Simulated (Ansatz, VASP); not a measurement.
## KBr in VASP and in Ansatz

```
K Br
1.0
     3.59976    0.00000    0.00000
     0.00000    3.59976    0.00000
     0.00000    0.00000    3.59976
K Br
1 1
Direct
  0.00000 0.00000 0.00000
  0.50000 0.50000 0.50000
```

Alike in both runs: task single point; functional PBE; k mesh 6 × 6 × 6; occupations gaussian, width 0.02 eV; no spin polarisation.

|  | VASP | Ansatz |
| --- | --- | --- |
| version | VASP 6.6.1 | Ansatz 0.2.0 |
| potentials or method | VASP PAW PBE potentials, release 64 (K_sv, Br), cutoff 500 eV | scalar-relativistic, plane waves, PAW |
| valence electrons in the cell | 16 | 16 |

Ansatz gave:

| Property | Result |
| --- | --- |
| gap on the k mesh at the Fermi level (eV) | 5.07 |
| pressure (GPa) | 12.4 |

Q: Which values does VASP return?

A: gap on the k mesh at the Fermi level (eV): 5.06; pressure (GPa): 12.6.

With one functional, cell and mesh, what is left measures potentials, basis and numerics.
